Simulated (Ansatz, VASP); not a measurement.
**Yb in VASP and in Ansatz**

INCAR

```
ALGO = Normal
EDIFF = 1E-6
ENCUT = 520
GGA = PE
ISIF = 2
ISMEAR = -1
LASPH = True
LCHARG = True
LELF = True
LREAL = False
LVHAR = True
LWAVE = False
NBANDS = 18
NELM = 60
PREC = Accurate
SIGMA = 0.1
```

KPOINTS

```
k-points
0
Gamma
  12 12 12
```

Contents of POSCAR:

```
Yb
1.0
   -2.0264686274      2.0264686274      2.0264686274
    2.0264686274     -2.0264686274      2.0264686274
    2.0264686274      2.0264686274     -2.0264686274
Yb
1
Direct
    0.0000000000      0.0000000000      0.0000000000
```

Input for Ansatz:

```yaml
crystal:
  lattice:
    - [-2.0264686274, 2.0264686274, 2.0264686274]
    - [2.0264686274, -2.0264686274, 2.0264686274]
    - [2.0264686274, 2.0264686274, -2.0264686274]
  atoms:
    - { symbol: Yb, position: [0.0, 0.0, 0.0] }
hamiltonian:
  xc: pbe
  pseudopotentials:
    kind: paw
    azcp:
      Yb: "pseudopotentials/Yb.paw.azcp"
basis:
  ecutwfc: 420
  fft_grid_basis: typed
kpoints:
  mp_grid: { grid: [12, 12, 12], shift: [0, 0, 0] }
magnetization:
  spin_polarized: false
scf:
  occupations: { method: fermi_dirac, width: 0.1 }
  lower_state_search: "off"
output:
  stress: true
```

Alike in both runs: task single point; functional PBE; k mesh 12 × 12 × 12; occupations fermi-dirac, width 0.1 eV; no spin polarisation.

|  | VASP | Ansatz |
| --- | --- | --- |
| version | VASP 6.6.1 | Ansatz 0.2.0 |
| potentials or method | VASP PAW PBE potentials, release 64 (Yb), cutoff 520 eV | plane waves (420 eV) with PAW, scalar-relativistic |
| valence electrons in the cell | 24 | 24 |

```csv
,VASP,Ansatz,Ansatz less VASP
pressure (GPa),-0.3,0.9,+1.15
```

Spin-orbit coupling is off throughout.
